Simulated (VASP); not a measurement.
**AgI: single point with r2SCAN**

AgI:

```xyz
2
Lattice="3.1201 3.1201 0.0000 -3.1201 3.1201 0.0000 0.0000 3.1201 3.1201" Properties=species:S:1:pos:R:3 pbc="T T T"
Ag    0.0000    0.0000    0.0000
I     1.5600    4.6801    1.5600
```

```yaml
Program: VASP 6.6.1
Task: single point
Functional: r2SCAN
Potentials_or_basis: VASP PAW PBE potentials, release 64 (Ag, I)
Cutoff: 550 eV
k_mesh: 6 × 6 × 6
Occupations: gaussian, width 0.01 eV
Spin: no spin polarisation
```

* Pressure: 6.8 GPa
* Band gap on the k mesh: 1.80 eV, direct

Levels at points of the mesh, in eV from the valence-band top:
```
           k point  band 7  band 8  band 9  band 10  band 11  band 12
(0.00, 0.00, 0.00)    0.00    0.00    0.00     1.80     5.97     5.97
(0.50, 0.00, 0.00)   -3.52   -0.93   -0.93     3.11     6.46     6.46
(0.50, 0.50, 0.00)   -3.12   -2.28   -2.28     3.54     4.07     9.52
```

Run time: 38 s on 1 thread of Intel(R) Xeon(R) 6975P-C (Granite Rapids), on a shared host, peak memory 0.21 GiB.

Caveat: the PAW data sets were made with another functional, which shifts forces and pressure a little; spin-orbit coupling is left out, which moves the levels of the heavy elements. r2SCAN opens gaps a little over a GGA but as a rule still falls short of measured ones.
